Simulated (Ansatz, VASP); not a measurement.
# BiTe: VASP beside Ansatz

File INCAR:

```
  PREC = Accurate
  ENCUT = 500
  EDIFF = 1E-6
  ISMEAR = 0
  SIGMA = 0.05
  LREAL = F
  LASPH = T
  NELM = 200
  ALGO = Normal
  ISIF = 2
  LWAVE = F
  LCHARG = F
  MAGMOM = 0 0 0 0 0 0
  LORBIT = 11
  LSORBIT = T
  GGA_COMPAT = F
  LORBMOM = T
  GGA = PE
  NBANDS = 33
```

Contents of KPOINTS:

```
Automatic mesh
0
Gamma
  10 10 8
```

POSCAR

```
BiTe
1.0
    4.1497576262      0.0000000000      0.0000000000
   -2.0748788131      3.5937955239      0.0000000000
    0.0000000000      0.0000000000      4.4405072890
Bi Te
1 1
Direct
    0.0000000000      0.0000000000      0.0000000000
    0.6666666667      0.3333333333      0.5000000000
```

Input for Ansatz:

```yaml
crystal:
  lattice:
    - [4.1497576262, 0.0, 0.0]
    - [-2.0748788131, 3.5937955239, 0.0]
    - [0.0, 0.0, 4.440507289]
  atoms:
    - { symbol: Bi, position: [0.0, 0.0, 0.0] }
    - { symbol: Te, position: [0.6666666667, 0.3333333333, 0.5] }
basis:
  ecutwfc: 420
  ecutrho_ratio: 4
kpoints:
  mp_grid: { grid: [10, 10, 8] }
hamiltonian:
  xc: pbe
scf:
  occupations: { method: gaussian, width: 0.05 }
output:
  forces: true
  stress: true
  eigenvalues: true
  populations: true
  dos: { projected: true, de: 0.02 }
  write_density: true
  write_potential: true
  elf: true
  volumetric_format: npy
magnetization:
  noncollinear: true
  spin_orbit: true
```

Alike in both runs: task single point; functional PBE; k mesh 10 × 10 × 8; occupations gaussian, width 0.05 eV; non-collinear spin, spin-orbit coupling.

|  | VASP | Ansatz |
| --- | --- | --- |
| version | VASP 6.6.1 | Ansatz 0.2.0 |
| potentials or method | VASP PAW PBE potentials, release 64 (Bi_d, Te), cutoff 500 eV | plane waves, PAW |
| valence electrons in the cell | 21 | 31 |

```csv
,VASP,Ansatz,Ansatz less VASP
pressure (GPa),1.0,1.2,+0.21
"traceless stress, the component that is largest in VASP (GPa)",-0.59,-0.68,-0.082
net moment per atom (μB),0.00,0.00,0.000
```

With one functional, cell and mesh, what is left measures potentials, basis and numerics. VASP's potentials hold 21 valence electrons a cell and Ansatz's 31, so a difference there can come from the potentials and not from the codes.
